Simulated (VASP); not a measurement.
Write the native input for VASP 6.6.1 that does the following.

```yaml
Task: single point
Functional: PBE
Potentials_or_basis: VASP PAW PBE potentials, release 64 (C)
Cutoff: 520 eV
k_mesh: 12 × 12 × 12
Occupations: gaussian, width 0.05 eV
Spin: no spin polarisation
Dipole_correction: no
Further_INCAR_settings: ALGO = Normal; EDIFF = 1e-06; NBANDS = 11
```

The structure of C lies in POSCAR:

```
C
1.0
    0.0000000000      2.0068410628      1.8795997496
    1.4710881651      0.0000000000      1.8795997496
    1.4710881651      2.0068410628      0.0000000000
C
2
Direct
    0.5000000000      0.5000000000      0.5000000000
    0.7500000000      0.7500000000      0.7500000000
```

This cell differs from its parent crystal: strain +e along x and -e along y -0.1500, strain +e along z and -e/2 along x and y +0.0525.

One way to write it, as run:

INCAR

```
  PREC = Accurate
  ENCUT = 520
  EDIFF = 1E-6
  ISMEAR = 0
  SIGMA = 0.05
  LREAL = F
  LASPH = T
  NELM = 80
  ALGO = Normal
  ISIF = 2
  LWAVE = F
  LCHARG = F
  GGA = PE
  NBANDS = 11
```

KPOINTS

```
regular mesh
0
Gamma
  12 12 12
```

Potentials or basis: VASP PAW PBE potentials, release 64 (C).

The run is started by

```sh
$ cat potpaw_PBE.64/C/POTCAR > POTCAR
$ mpirun -np 1 vasp_std > vasp.out
```

Results of the run:

- Pressure: 12.9 GPa
- Band gap on the k mesh: zero (band 4 reaches 12.34 eV, above the bottom of band 5 at 10.11 eV)

Caveat: the cell differs from its parent crystal (strain +e along x and -e along y -0.1500, strain +e along z and -e/2 along x and y +0.0525).

Wall time 14 s on 1 thread of Intel(R) Xeon(R) Platinum 8559C (Emerald Rapids) (shared host), peak memory 0.13 GiB.
